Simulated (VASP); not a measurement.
A run of VASP 6.6.1 is set up as follows.

File INCAR:

```
SYSTEM = MgB2
ALGO = Normal
EDIFF = 1E-7
ENCUT = 520
GGA = PE
ISIF = 2
ISMEAR = 0
LASPH = .TRUE.
LCHARG = .FALSE.
LREAL = .FALSE.
LWAVE = .FALSE.
NBANDS = 11
NELM = 100
PREC = Accurate
SIGMA = 0.017
```

KPOINTS

```
k-points
0
G
  10 10 8
  0 0 0
```

POSCAR

```
MgB2
1.0
    3.0850000000      0.0000000000      0.0000000000
   -1.5425000000      2.6716883707      0.0000000000
    0.0000000000      0.0000000000      3.5230000000
Mg B
1 2
Direct
    0.0000000000      0.0000000000      0.0000000000
    0.6666666667      0.3333333333      0.5000000000
    0.3333333333      0.6666666667      0.5000000000
```

Potentials or basis: VASP PAW PBE potentials, release 64 (Mg, B).

Run with:

```sh
$ cat potpaw_PBE.64/Mg/POTCAR potpaw_PBE.64/B/POTCAR > POTCAR
$ mpirun -np 1 vasp_std > vasp.out
```

(1) Predict the band gap on the k mesh.

(2) Predict the pressure.

Answers

(1) zero (band 4 reaches 6.39 eV, above the bottom of band 5 at 3.94 eV).

(2) -1.1 GPa.
